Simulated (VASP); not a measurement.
Runs of VASP 6.6.1 on CoO. The structure is that of space group P-6m2 (No. 187), or close to it. The cells are those of the table. 

| level | potentials or basis | U | cell | k mesh | cutoff (eV) | smearing | second run | gap on the mesh (eV) | pressure (GPa) | moment (μB) |
| --- | --- | --- | --- | --- | --- | --- | --- | --- | --- | --- |
| PBE | VASP PAW PBE potentials, release 64 (Co, O) | - | a = 2.856, b = 2.856, c = 2.788 Å, angles 90.0, 90.0, 120.0°, 2 atoms | 8 × 8 × 7 | 520 | gaussian 0.05 eV | - | none | -8.5 | 3.00 |
| PBE | VASP PAW PBE potentials, release 64 (Co, O) | - | a = 2.818, b = 2.818, c = 2.750 Å, angles 90.0, 90.0, 120.0°, 2 atoms | 11 × 11 × 10 | 520 | fermi-dirac 0.05 eV | - | none | -1.3 | 3.00 |
| PBE | VASP PAW PBE potentials, release 64 (Co, O) | - | a = 2.798, b = 2.798, c = 2.731 Å, angles 90.0, 90.0, 120.0°, 2 atoms | 11 × 11 × 10 | 520 | fermi-dirac 0.05 eV | - | none | (b) | 3.00 |
| PBE | VASP PAW PBE potentials, release 64 (Co, O) | - | a = 2.856, b = 2.856, c = 2.788 Å, angles 90.0, 90.0, 120.0°, 2 atoms | 11 × 11 × 10 | 520 | fermi-dirac 0.05 eV | - | none | (a) | 3.00 |
| PBE | VASP PAW PBE potentials, release 64 (Co, O) | - | a = 2.894, b = 2.894, c = 2.824 Å, angles 90.0, 90.0, 120.0°, 2 atoms | 11 × 11 × 10 | 520 | fermi-dirac 0.05 eV | - | none | -13.4 | 3.00 |
| PBE+U | VASP PAW PBE potentials, release 64 (Co, O) | Co d U = 4.0 eV | a = 2.856, b = 2.856, c = 2.788 Å, angles 90.0, 90.0, 120.0°, 2 atoms | 8 × 8 × 7 | 520 | gaussian 0.05 eV | - | none | -5.3 | 3.00 |
| PBE | VASP PAW PBE potentials, release 64 (Co_sv, O) | - | a = 2.798, b = 2.798, c = 2.731 Å, angles 90.0, 90.0, 120.0°, 2 atoms | 11 × 11 × 10 | 600 | fermi-dirac 0.05 eV | valence_matched | none | 0.6 | 3.00 |

Alike in all rows: task single point; spin collinear, ferromagnetic start.

**Question.** Estimate the missing entries.

**Answer.** (a) -8.2; (b) 2.8.

Caveats: a cell with one magnetic atom can't hold antiferromagnetic order, which such compounds often take; semilocal functionals often make such compounds metallic where correlation or magnetic order opens a gap, which also shifts bond lengths (some runs).

A gap of «none» marks levels without a gap at the run's occupations.

The runs don't all hold the same shells in valence.
